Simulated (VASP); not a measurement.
# TaN (Fm-3m) in VASP: vibrations by perturbation theory with PBEsol

Aim: the vibrations by perturbation theory of TaN with PBEsol.

All numbers are computed with VASP 6.6.1; they aren't measurements. Logs are shortened: lines on timing, memory, paths and dates and some standing lists are left out, and cuts for length are marked.

## Step 1: The cell of the first run

The structure is cubic, space group Fm-3m (No. 225). Conventional cell: a = 4.376 Å, b = 4.376 Å, c = 4.376 Å, α = 90.00°, β = 90.00°, γ = 90.00°. Ta (site symmetry m-3m) has 6 N at 2.19 Å within 2.9 Å. Within 2.9 Å of N (site symmetry m-3m) lie 6 Ta at 2.19 Å.

## Step 2: Vibrations by perturbation theory, PBEsol

Input file INCAR:

```
SYSTEM = TaN
PREC = Accurate ; ENCUT = 520
EDIFF = 1E-8 ; ISMEAR = 0
SIGMA = 0.15 ; LREAL = .False.
LASPH = .True. ; NELM = 80
ALGO = Normal ; ISIF = 2
LWAVE = .False. ; LCHARG = .True.
GGA = PS ; IBRION = 8
NSW = 1
```

Input file KPOINTS:

```
Automatic mesh
0
Gamma
  24 24 24
  0 0 0
```

Input file POSCAR:

```
TaN
1.0
    0.0000000000      2.1878447036      2.1878447036
    2.1878447036      0.0000000000      2.1878447036
    2.1878447036      2.1878447036      0.0000000000
Ta N
1 1
Direct
    0.5000000000      0.5000000000      0.5000000000
    0.0000000000      0.0000000000      0.0000000000
```

Potentials or basis: VASP PAW PBE potentials, release 64 (Ta_pv, N).

Command:

```console
> cat potpaw_PBE.64/Ta_pv/POTCAR potpaw_PBE.64/N/POTCAR > POTCAR
> mpirun -np 1 vasp_std > vasp.out
```

OUTCAR:

```text
SYSTEM = TaN
   PREC = Accurate
   ENCUT = 520
   EDIFF = 1E-8
   ISMEAR = 0
   LREAL = .False.
   LASPH = .True.
   NELM = 80
   ISIF = 2
   GGA = PS
   IBRION = 8
   NSW = 1

 ion  position               nearest neighbor table
   1  0.500  0.500  0.500-   2 2.19   2 2.19   2 2.19   2 2.19   2 2.19   2 2.19
   2  0.000  0.000  0.000-   1 2.19   1 2.19   1 2.19   1 2.19   1 2.19   1 2.19

  LATTYP: Found a face centered cubic cell.
 ALAT       =     4.3756894072

  Lattice vectors:

 A1 = (   0.0000000000,   2.1878447036,   2.1878447036)
 A2 = (   2.1878447036,   0.0000000000,   2.1878447036)
 A3 = (   2.1878447036,   2.1878447036,   0.0000000000)

Analysis of symmetry for initial positions (statically):
=====================================================================
 Subroutine PRICEL returns:
 Original cell was already a primitive cell.

 Routine SETGRP: Setting up the symmetry group for a
 face centered cubic supercell.

 Subroutine GETGRP returns: Found 48 space group operations
 (whereof 48 operations were pure point group operations)
 out of a pool of 48 trial point group operations.

The static configuration has the point symmetry O_h .

Analysis of symmetry for dynamics (positions and initial velocities):
=====================================================================
 Subroutine PRICEL returns:
 Original cell was already a primitive cell.

 Routine SETGRP: Setting up the symmetry group for a
 face centered cubic supercell.

 Subroutine GETGRP returns: Found 48 space group operations
 (whereof 48 operations were pure point group operations)
 out of a pool of 48 trial point group operations.

The dynamic configuration has the point symmetry O_h .

 Subroutine INISYM returns: Found 48 space group operations
 (whereof 48 operations are pure point group operations),
 and found     1 'primitive' translations

----------------------------------------------------------------------------------------

                                     Primitive cell

  volume of cell :      20.9450

  direct lattice vectors                    reciprocal lattice vectors
     0.000000000  2.187844704  2.187844704    -0.228535416  0.228535416  0.228535416
     2.187844704  0.000000000  2.187844704     0.228535416 -0.228535416  0.228535416
     2.187844704  2.187844704  0.000000000     0.228535416  0.228535416 -0.228535416

  length of vectors
     3.094079652  3.094079652  3.094079652     0.395834952  0.395834952  0.395834952

  position of ions in fractional coordinates (direct lattice)
     0.500000000  0.500000000  0.500000000
     0.000000000  0.000000000  0.000000000

  ion indices of the primitive-cell ions
   primitive index   ion index
                 1           1
                 2           2

----------------------------------------------------------------------------------------

 KPOINTS: Automatic mesh

Automatic generation of k-mesh.
 Grid dimensions read from file:
 generate k-points for:   24   24   24

 Generating k-lattice:

  Cartesian coordinates                     Fractional coordinates (reciprocal lattice)
    -0.009522309  0.009522309  0.009522309     0.041666667  0.000000000  0.000000000
     0.009522309 -0.009522309  0.009522309     0.000000000  0.041666667  0.000000000
     0.009522309  0.009522309 -0.009522309     0.000000000  0.000000000  0.041666667

  Length of vectors
     0.016493123  0.016493123  0.016493123

  Shift w.r.t. Gamma in fractional coordinates (k-lattice)
     0.000000000  0.000000000  0.000000000
[... 77 lines left out ...]
   LHFCALC =     F    Hartree Fock is set to
   AEXX    =    0.0000 exact exchange contribution
   IVDW    =     0    specifies the selected vdW correction
   LEPSILON=     F    determine dielectric tensor
   LRPA    =     F    only Hartree local field effects (RPA)
 non-spin polarized calculation
 Gauss-broadening in eV      SIGMA  =   0.15
  energy-cutoff  :      520.00
  volume of cell :       20.94
 maximum number of plane-waves:       588
   NGX = 11   NGY = 11   NGZ = 11

--------------------------------------- Ionic step        1  -------------------------------------------

 number of electron      16.0000001 magnetization

 Free energy of the ion-electron system (eV)
  ---------------------------------------------------
  ext. energy  EPLUGINS =         0.00000000
  ---------------------------------------------------
  free energy    TOTEN  =       -23.21625607 eV

  energy without entropy =      -23.20611767  energy(sigma->0) =      -23.21118687

 E-fermi :   9.5459     XC(G=0): -13.6726

 val. band max:        9.5431377613   @ k =   0.2500   0.0833   0.0000
 cond. band min:       9.5539302939   @ k =   0.2083   0.1250   0.0000
 fundamental gap:      0.0107925326
 Fermi energy:         9.5458501689

 k-point     1 :       0.0000    0.0000    0.0000
  band No.  band energies     occupation
      1     -26.1290      2.00000
      2     -26.1290      2.00000
      3     -26.1290      2.00000
      4      -9.3831      2.00000
      5       5.7121      2.00000
      6       5.7121      2.00000
      7       5.7121      2.00000
      8       7.3765      2.00000
      9       7.3765      2.00000
     10       7.3765      2.00000
     11       9.5771      0.76805
     12       9.5771      0.76805
[... 331 lines left out ...]
 k-point    24 :       0.4583    0.0417    0.0000
  band No.  band energies     occupation
      1     -27.0093      2.00000
      2     -26.2211      2.00000
      3     -26.2206      2.00000
      4      -6.3765      2.00000
      5      -0.7493      2.00000
      6       1.9117      2.00000
      7       1.9828      2.00000
      8      10.7398      0.00000
      9      11.4552      0.00000
     10      11.4778      0.00000
     11      13.9492      0.00000
     12      16.7286      0.00000

 [... further k-points ...]
[... 5 lines left out ...]
  --------------------------------------------------------------------------------------
  -------------------------------------------------------------------------------------
  Total        0.1328962      0.1328962      0.1328962      0.0000000      0.0000000      0.0000000
  in kB       10.1658481     10.1658481     10.1658481      0.0000000      0.0000000      0.0000000
  external PRESSURE =      10.1658481 kB  Pullay stress =       0.0000000 kB

 VOLUME and BASIS-vectors are now :
 -----------------------------------------------------------------------------
  energy-cutoff  :      520.00
  volume of cell :       20.94
      direct lattice vectors                 reciprocal lattice vectors
     0.000000000  2.187844704  2.187844704    -0.228535416  0.228535416  0.228535416
     2.187844704  0.000000000  2.187844704     0.228535416 -0.228535416  0.228535416
     2.187844704  2.187844704  0.000000000     0.228535416  0.228535416 -0.228535416

 POSITION                                       TOTAL-FORCE (eV/Angst)
 -----------------------------------------------------------------------------------
      2.18784      2.18784      2.18784         0.000000     -0.000000     -0.000000
      0.00000      0.00000      0.00000        -0.000000      0.000000      0.000000
 -----------------------------------------------------------------------------------
    total drift:                                0.000000     -0.000000     -0.000000

  FREE ENERGIE OF THE ION-ELECTRON SYSTEM (eV)
  ---------------------------------------------------
  free  energy   TOTEN  =       -23.2162560661 eV

  energy  without entropy=      -23.2061176697  energy(sigma->0) =      -23.21118687

[... ionic steps 2 to 3 ...]

--------------------------------------- Ionic step        4  -------------------------------------------

------------------------ aborting loop because EDIFF is reached ----------------------------------------

[... ionic steps 5 to 6 ...]

--------------------------------------- Ionic step        7  -------------------------------------------

 Free energy of the ion-electron system (eV)
  ---------------------------------------------------
  ---------------------------------------------------
  free energy    TOTEN  =        -0.23360156 eV

  energy without entropy =       -0.23360156

------------------------ aborting loop because EDIFF is reached ----------------------------------------

 INTERNAL STRAIN TENSOR  FOR ION    2  DIRECTION 1   (eV/Angst):
 -----------------------------------------------------------------------------
     0.03796  0.00000 -0.00000
    -0.00000 -0.01662  0.00000
    -0.00000  0.00000 -0.01662

 INTERNAL STRAIN TENSOR FOR ION    2 for displacements in x,y,z  (eV/Angst):
          X           Y           Z          XY          YZ          ZX
  --------------------------------------------------------------------------------
  x     0.00000     0.00000     0.00000     0.00000     0.00000     0.00000
  y     0.00000     0.00000     0.00000     0.00000     0.00000     0.00000
  z     0.00000     0.00000     0.00000     0.00000     0.00000     0.00000

 SECOND DERIVATIVES (NOT SYMMETRIZED)
 ------------------------------------
               1X          1Y          1Z          2X          2Y          2Z
  1X    -8.086877    0.000000    0.000000    8.086877    0.000000    0.000000
  1Y     0.000000   -8.086877    0.000000    0.000000    8.086877    0.000000
  1Z     0.000000    0.000000   -8.086877    0.000000    0.000000    8.086877
  2X     8.084299    0.000000    0.000000   -8.084299    0.000000    0.000000
  2Y     0.000000    8.084299    0.000000    0.000000   -8.084299    0.000000
  2Z     0.000000    0.000000    8.084299    0.000000    0.000000   -8.084299

 Eigenvectors and eigenvalues of the dynamical matrix
 ----------------------------------------------------

   1 f  =   12.330508 THz    77.474868 2PiTHz  411.301481 cm-1    50.994861 meV
             X         Y         Z           dx          dy          dz
      2.187845  2.187845  2.187845     0.000000    0.268030    0.000000
      0.000000  0.000000  0.000000     0.000000   -0.963411    0.000000
[... 21 lines left out ...]
   6 f/i=    0.000508 THz     0.003189 2PiTHz    0.016930 cm-1     0.002099 meV
             X         Y         Z           dx          dy          dz
      2.187845  2.187845  2.187845     0.000000   -0.963411    0.000000
      0.000000  0.000000  0.000000     0.000000   -0.268030    0.000000

--------------------------------------------------------------------------------------------------------

 ELASTIC MODULI CONTR FROM IONIC RELAXATION (kBar)
 Direction    XX          YY          ZZ          XY          YZ          ZX
 --------------------------------------------------------------------------------
 XX           0.0000      0.0000      0.0000      0.0000      0.0000      0.0000
 YY           0.0000      0.0000      0.0000      0.0000      0.0000      0.0000
 ZZ           0.0000      0.0000      0.0000      0.0000      0.0000      0.0000
 XY           0.0000      0.0000      0.0000      0.0000      0.0000      0.0000
 YZ           0.0000      0.0000      0.0000      0.0000      0.0000      0.0000
 ZX           0.0000      0.0000      0.0000      0.0000      0.0000      0.0000
 --------------------------------------------------------------------------------
```

Run time: 5.1 min. Hardware: 1 thread of Intel Xeon Platinum 8488C (Sapphire Rapids), shared host; peak memory 0.68 GiB.

What came out:

| Quantity | Value |
| --- | --- |
| Highest phonon frequency at Γ | 411 cm⁻¹ |

Phonon frequencies in cm⁻¹ (negative: imaginary):
```csv
q point,frequencies
"(0.000, 0.000, 0.000)",0 0 0 411 411 411
```

Caveat: the cell stands under pressure or tension, which shifts response properties; the PAW data sets were made with another functional, which shifts forces and pressure a little; spin-orbit coupling is left out, which moves the levels of the heavy elements.
